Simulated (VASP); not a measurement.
A run of VASP 6.6.1:

The input INCAR:

```
SYSTEM = Te
  PREC = Accurate
  ENCUT = 500
  EDIFF = 1E-6
  ISMEAR = -1
  SIGMA = 0.05
  LREAL = .FALSE.
  LASPH = .TRUE.
  NELM = 120
  ALGO = Normal
  ISIF = 2
  LWAVE = .FALSE.
  LCHARG = .FALSE.
  GGA = PS
  NBANDS = 9
  GGA_COMPAT = .FALSE.
```

Contents of KPOINTS:

```
regular mesh
0
G
  15 15 15
  0 0 0
```

POSCAR

```
Te
1.0
   -1.3934985476      1.3934985476      1.3934985476
    1.3934985476     -1.3934985476      1.3934985476
    1.3934985476      1.3934985476     -1.3934985476
Te
1
Direct
    0.0000000000      0.0000000000      0.0000000000
```

Potentials or basis: VASP PAW PBE potentials, release 64 (Te).

Command:

```sh
$ cat potpaw_PBE.64/Te/POTCAR > POTCAR
$ mpirun -np 1 vasp_std > vasp.out
```

Hardware: 1 thread of Intel Xeon 8259CL (shared host).

Q: Estimate the wall time of this run.

A: Wall time 23 s on 1 thread of Intel Xeon 8259CL, with other jobs on the host, peak memory 0.13 GiB. Counts: scf iterations 12, k points 120.
